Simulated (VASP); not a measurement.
Input of a VASP 6.6.1 run:

The input INCAR:

```
  PREC = Accurate
  ENCUT = 600
  EDIFF = 1E-6
  ISMEAR = 0
  SIGMA = 0.2
  LREAL = False
  LASPH = True
  NELM = 120
  ALGO = Normal
  ISIF = 2
  LWAVE = False
  LCHARG = False
  GGA = PE
  NBANDS = 14
  GGA_COMPAT = False
```

The input KPOINTS:

```
Automatic mesh
0
Gamma
  6 6 6
```

Contents of POSCAR:

```
TaC
1.0
    1.5831083607      0.9140080364      2.5807472625
   -1.5831083607      0.9140080364      2.5807472625
    0.0000000000     -1.8280160783      2.5807472606
Ta C
1 1
Direct
    0.0000000000      0.0000000000      0.0000000000
    0.5000000000      0.5000000000      0.5000000000
```

Potentials or basis: VASP PAW PBE potentials, release 64 (Ta_pv, C).

The run is started by

```bash
$ cat potpaw_PBE.64/Ta_pv/POTCAR potpaw_PBE.64/C/POTCAR > POTCAR
$ mpirun -np 1 vasp_std > vasp.out
```

(1) What does it give for the pressure?

Answers

(1) 0.6 GPa.

Caveat: the k points lie up to 0.41 Å⁻¹ apart.
